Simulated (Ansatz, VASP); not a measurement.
**Br in VASP and in Ansatz**

```
CELL_PARAMETERS angstrom
5.31451 0.00000 0.00000
-2.65725 4.60250 0.00000
0.00000 0.00000 3.25621
ATOMIC_POSITIONS crystal
Br 0.00000 0.00000 0.00000
Br 0.33333 0.66667 0.50000
Br 0.66667 0.33333 0.50000
```

Alike in both runs: functional r2SCAN; k mesh 3 × 3 × 6; occupations gaussian, width 0.1 eV; no spin polarisation.

Ansatz relaxed the structure, and its values are those at the end. VASP's run is a single point on that final structure, the one shown.

|  | VASP | Ansatz |
| --- | --- | --- |
| version | VASP 6.6.1 | Ansatz 0.2.0 |
| potentials or method | VASP PAW PBE potentials, release 64 (Br), cutoff 520 eV | scalar-relativistic, plane waves, PAW |
| valence electrons in the cell | 21 | 21 |

```csv
,VASP,Ansatz,Ansatz less VASP
gap on the k mesh at the Fermi level (eV),none,none,-
pressure (GPa),0.1,0.2,+0.02
```

VASP's potentials were made for PBE, not for r2SCAN. A gap of «none» marks a metal or a gap that the smearing closes.

The k mesh is coarse, so the values compare programs but aren't converged.
